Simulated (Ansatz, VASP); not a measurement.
## One calculation of Ag, two programs

File INCAR:

```
SYSTEM = Ag
PREC = Accurate
ENCUT = 520
EDIFF = 1E-8
ISMEAR = -1
SIGMA = 0.03
LREAL = .FALSE.
LASPH = .TRUE.
NELM = 80
ALGO = Normal
ISIF = 2
LWAVE = .FALSE.
LCHARG = .FALSE.
GGA = PE
LEFG = .TRUE.
NBANDS = 18
```

File KPOINTS:

```
regular mesh
0
G
  13 13 7
  0 0 0
```

POSCAR

```
Ag
1.0
    2.9299980804      0.0000000000      0.0000000000
   -1.4649990402      2.5374527707      0.0000000000
    0.0000000000      0.0000000000      4.7900000000
Ag
2
Direct
    0.3333333333      0.6666666667      0.2500000000
    0.6666666667      0.3333333333      0.7500000000
```

Input for Ansatz:

```yaml
crystal:
  lattice:
    - [2.9299980804, 0.0, 0.0]
    - [-1.4649990402, 2.5374527707, 0.0]
    - [0.0, 0.0, 4.79]
  atoms:
    - { symbol: Ag, position: [0.3333333333, 0.6666666667, 0.25] }
    - { symbol: Ag, position: [0.6666666667, 0.3333333333, 0.75] }
kpoints:
  mp_grid: { grid: [13, 13, 7] }
  band_path:
    path:
      - [0.0, 0.0, 0.0]
      - [0.5, 0.0, 0.0]
      - [0.3333333333, 0.3333333333, 0.0]
      - [0.0, 0.0, 0.0]
      - [0.0, 0.0, 0.5]
      - [0.5, 0.0, 0.5]
      - [0.3333333333, 0.3333333333, 0.5]
      - [0.0, 0.0, 0.5]
      - [0.5, 0.0, 0.5]
    npoints: 8
scf:
  occupations: { method: fermi_dirac, width: 0.03 }
hamiltonian:
  xc: pbe
  pseudopotentials: { kind: paw }
output:
  forces: true
  stress: true
  eigenvalues: true
  efg: { contact_densities: true }
  populations: true
  bader: true
  dos: { projected: true, de: 0.2, e_range: [-14, 8] }
```

Alike in both runs: task electric field gradients; functional PBE; k mesh 13 × 13 × 7; occupations fermi-dirac, width 0.03 eV; no spin polarisation.

```csv
,VASP,Ansatz
version,VASP 6.6.1,Ansatz 0.2.0
potentials or method,"VASP PAW PBE potentials, release 64 (Ag)","PAW with Ansatz's default frozen-core files, scalar-relativistic"
plane-wave cutoff (eV),520,420
valence electrons in the cell,22,38
```

|  | VASP | Ansatz | Ansatz less VASP |
| --- | --- | --- | --- |
| pressure (GPa) | 0.1 | 0.2 | +0.12 |
| traceless stress, the component that is largest in VASP (GPa) | 1.11 | 1.11 | +0.004 |
| size of Vzz on the site where it differs most (V/Å²) | 5.0 | 5.7 | +0.69 |

VASP's potentials hold 22 valence electrons a cell and Ansatz's 38, so a difference there can come from the potentials and not from the codes.
